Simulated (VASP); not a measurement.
Write the native input for VASP 6.6.1 that does the following.

```yaml
Task: single point
Functional: PBEsol
Potentials_or_basis: VASP PAW PBE potentials, release 64 (Ti_sv)
Cutoff: 520 eV
k_mesh: 26 × 26 × 26
Occupations: gaussian, width 0.15 eV
Spin: no spin polarisation
Dipole_correction: no
Further_INCAR_settings: ALGO = Fast; EDIFF = 1e-06; NBANDS = 12
```

The structure of Ti lies in POSCAR:

```
Ti
1.0
   -1.6452439646      1.6452439646      1.5649881614
    1.6452439646     -1.6452439646      1.5649881614
    1.6452439646      1.6452439646     -1.5649881614
Ti
1
Direct
    0.0000000000      0.0000000000      0.0000000000
```

This cell differs from its parent crystal: strain +0.025 along x and y, -0.025 along z.

One way to write it, as run:

INCAR

```
ALGO = Fast
EDIFF = 1E-6
ENCUT = 520
GGA = PS
ISIF = 2
ISMEAR = 0
LASPH = T
LCHARG = F
LREAL = F
LWAVE = F
NBANDS = 12
NELM = 100
PREC = Accurate
SIGMA = 0.15
```

KPOINTS

```
k-points
0
Gamma
  26 26 26
```

Potentials or basis: VASP PAW PBE potentials, release 64 (Ti_sv).

The run is started by

```bash
$ cat potpaw_PBE.64/Ti_sv/POTCAR > POTCAR
$ mpirun -np 1 vasp_std > vasp.out
```

It gave:

```json
{
 "Pressure": "-2.8 GPa",
 "Band gap on the k mesh": "zero (bands 6 and 7 overlap by 1.65 eV)"
}
```

Caveat: the cell differs from its parent crystal (strain +0.025 along x and y, -0.025 along z); the PAW data sets were made with another functional, which shifts forces and pressure a little.

It took 3.8 min on 1 thread of Intel(R) Xeon(R) 6975P-C (Granite Rapids), on a shared host, peak memory 0.37 GiB.
